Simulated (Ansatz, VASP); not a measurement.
# Two plane-wave programs on BeTe

```
Be Te
1.0
    -1.91983    1.91983    7.17935
     1.91983   -1.91983    7.17935
     1.91983    1.91983   -7.17935
Be Te
2 2
Direct
  0.75000 0.25000 0.50000
  0.25000 0.75000 0.50000
  0.64268 0.64268 0.00000
  0.35732 0.35732 0.00000
```

Alike in both runs: functional PBE; dispersion D3(BJ); k mesh 10 × 10 × 10; occupations gaussian, width 0.02 eV; no spin polarisation.

Ansatz relaxed the structure, and its values are those at the end. VASP's run is a single point on that final structure, the one shown.

|  | VASP | Ansatz |
| --- | --- | --- |
| version | VASP 6.6.1 | Ansatz 0.2.0 |
| potentials or method | VASP PAW PBE potentials, release 64 (Be, Te), cutoff 520 eV | scalar-relativistic, plane waves, PAW |
| valence electrons in the cell | 16 | 36 |

Ansatz gave:

* gap on the k mesh at the Fermi level (eV): 2.18
* least direct gap on the mesh (eV): 2.20
* pressure (GPa): 0.0
* rms of the force components (eV/Å): 0.000

Question: Which values does VASP return?

Answer: gap on the k mesh at the Fermi level (eV): 2.17; least direct gap on the mesh (eV): 2.18; pressure (GPa): 0.2; rms of the force components (eV/Å): 0.022.

VASP's potentials hold 16 valence electrons a cell and Ansatz's 36, so a difference there can come from the potentials and not from the codes.

Neither program's run includes spin-orbit coupling.
